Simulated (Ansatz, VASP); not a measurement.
**One calculation of Cr, two programs**

```
Cr
1.0
     2.71400    0.00000    0.00000
    -1.35700    2.35039    0.00000
     0.00000    0.00000    4.41000
Cr
2
Direct
  0.66667 0.33333 0.75000
  0.33333 0.66667 0.25000
```

Alike in both runs: functional LDA; k mesh 11 × 11 × 6; occupations gaussian, width 0.01 eV; collinear spin; Hubbard terms Cr d U = 5.3 eV.

```csv
,VASP,Ansatz
version,VASP 6.6.1,Ansatz 0.2.0
potentials or method,"VASP PAW LDA potentials, release 64 (Cr_pv), cutoff 520 eV","all-electron LAPW, scalar-relativistic"
task,single point,density of states
```

|  | VASP | Ansatz | Ansatz less VASP |
| --- | --- | --- | --- |
| gap on the k mesh at the Fermi level (eV) | none | none | - |
| net moment per atom (μB) | 4.54 | 4.69 | +0.157 |
| size of the moment on the site where the two differ most (μB) | 4.18 | 4.42 | +0.234 |

The net moments are unlike, so the other rows may belong to different states. LDA's correlation is that of Perdew and Zunger in VASP and of Perdew and Wang (1992) in Ansatz. Site moments also hang on the region over which each program counts them. The programs project onto different local orbitals, so the same U acts differently, and such runs can settle in different states. A gap of «none» marks a metal or a gap that the smearing closes. Ansatz ran all-electron here, and VASP with PAW potentials.

Noted on Ansatz's run: the magnetic state may not be the lowest; U is the effective U less J, on atomic orbitals that reach past the spheres.
